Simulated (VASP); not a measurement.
A run of VASP 6.6.1 is set up as follows.

POSCAR

```
LiTlSe2
1.0
    4.2639248188      0.0000000000      0.0000000000
    0.0000000000      4.2639248188      0.0000000000
    0.0000000000      0.0000000000      5.9802485742
Li Se Tl
1 2 1
Direct
    0.0000000000      0.0000000000      0.0000000000
    0.0000000000      0.5000000000      0.2292133877
    0.5000000000      0.0000000000      0.7707866123
    0.5000000000      0.5000000000      0.5000000000
```

The input INCAR.step1:

```
ALGO     = Normal         # electronic algorithm
EDIFF    = 1E-4           # SCF threshold, eV
ENCUT    = 520            # plane-wave cutoff, eV
GGA      = PE             # functional
ISMEAR   = 0              # smearing method
LASPH    = T              # aspherical terms in the spheres
LCHARG   = F              # write CHGCAR
LREAL    = F              # projectors in reciprocal space
LWAVE    = T              # write WAVECAR
NBANDS   = 22             # bands
NELM     = 60             # most SCF steps
PREC     = Accurate       # precision mode
SIGMA    = 0.01           # smearing width, eV
```

Contents of INCAR.step2:

```
ALGO     = Normal         # electronic algorithm
EDIFF    = 1E-6           # SCF threshold, eV
ENCUT    = 520            # plane-wave cutoff, eV
ISIF     = 2              # what is computed and relaxed
ISMEAR   = 0              # smearing method
ISTART   = 1            
LASPH    = T              # aspherical terms in the spheres
LCHARG   = T              # write CHGCAR
LELF     = T              # ELF
LMIXTAU  = T            
LREAL    = F              # projectors in reciprocal space
LVHAR    = T            
LWAVE    = F              # write WAVECAR
METAGGA  = R2SCAN         # meta-GGA
NBANDS   = 22             # bands
NELM     = 60             # most SCF steps
PREC     = Accurate       # precision mode
SIGMA    = 0.01           # smearing width, eV
```

KPOINTS

```
k-points
0
Gamma
  6 6 4
```

Potentials or basis: VASP PAW PBE potentials, release 64 (Li_sv, Se, Tl_d).

The run is started by

```console
$ cat potpaw_PBE.64/Li_sv/POTCAR potpaw_PBE.64/Se/POTCAR potpaw_PBE.64/Tl_d/POTCAR > POTCAR
$ cp INCAR.step1 INCAR
$ mpirun -np 1 vasp_std > vasp.out
$ cp INCAR.step2 INCAR
$ mpirun -np 1 vasp_std > vasp.out
```

Task: Predict the band gap on the k mesh.

Result: 0.71 eV.

Task: Estimate the largest force.

Result: 0.014 eV/Å.

Forces in eV/Å, atoms in the order of the input:
```
Li   0.000  0.000  0.000
Se   0.000  0.000 -0.014
Se   0.000  0.000  0.014
Tl   0.000  0.000  0.000
```

Caveat: the PAW data sets were made with another functional, which shifts forces and pressure a little; spin-orbit coupling is left out, which moves the levels of the heavy elements. A k mesh can miss the band edges.
